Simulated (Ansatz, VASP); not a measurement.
# Sb in VASP and in Ansatz

File INCAR:

```
SYSTEM = Sb
  ALGO = Normal
  EDIFF = 1E-7
  ENCUT = 520
  GGA = RP
  ISIF = 2
  ISMEAR = -1
  LASPH = .TRUE.
  LCHARG = .FALSE.
  LREAL = .FALSE.
  LWAVE = .FALSE.
  NBANDS = 12
  NELM = 80
  PREC = Accurate
  SIGMA = 0.1
```

KPOINTS

```
k-points
0
G
  9 9 9
  0 0 0
```

POSCAR

```
Sb
1.0
    0.0000000000      3.5857441637      3.5857441637
    3.5857441637      0.0000000000      3.5857441637
    3.5857441637      3.5857441637      0.0000000000
Sb
2
Direct
    0.1250000000      0.1250000000      0.1250000000
    0.8750000000      0.8750000000      0.8750000000
```

Input for Ansatz:

```yaml
crystal:
  lattice:
    - [0.0, 3.5857441637, 3.5857441637]
    - [3.5857441637, 0.0, 3.5857441637]
    - [3.5857441637, 3.5857441637, 0.0]
  atoms:
    - { symbol: Sb, position: [0.125, 0.125, 0.125] }
    - { symbol: Sb, position: [0.875, 0.875, 0.875] }
hamiltonian:
  xc: rpbe
  pseudopotentials:
    kind: paw
    azcp:
      Sb: "pseudopotentials/Sb.paw.azcp"
basis:
  ecutwfc: 420
  fft_grid_basis: typed
kpoints:
  mp_grid: { grid: [9, 9, 9], shift: [0, 0, 0] }
magnetization:
  spin_polarized: false
scf:
  occupations: { method: fermi_dirac, width: 0.1 }
  lower_state_search: "off"
output:
  stress: true
```

Alike in both runs: task single point; functional RPBE; k mesh 9 × 9 × 9; occupations fermi-dirac, width 0.1 eV; no spin polarisation.

```csv
,VASP,Ansatz
version,VASP 6.6.1,Ansatz 0.2.0
potentials or method,"VASP PAW PBE potentials, release 64 (Sb), cutoff 520 eV","plane waves (420 eV) with PAW, scalar-relativistic"
valence electrons in the cell,10,30
```

```csv
,VASP,Ansatz,Ansatz less VASP
pressure (GPa),-1.1,-1.1,+0.03
```

VASP's potentials were made for PBE, not for RPBE. VASP's potentials hold 10 valence electrons a cell and Ansatz's 30, so a difference there can come from the potentials and not from the codes.

Spin-orbit coupling is off throughout.
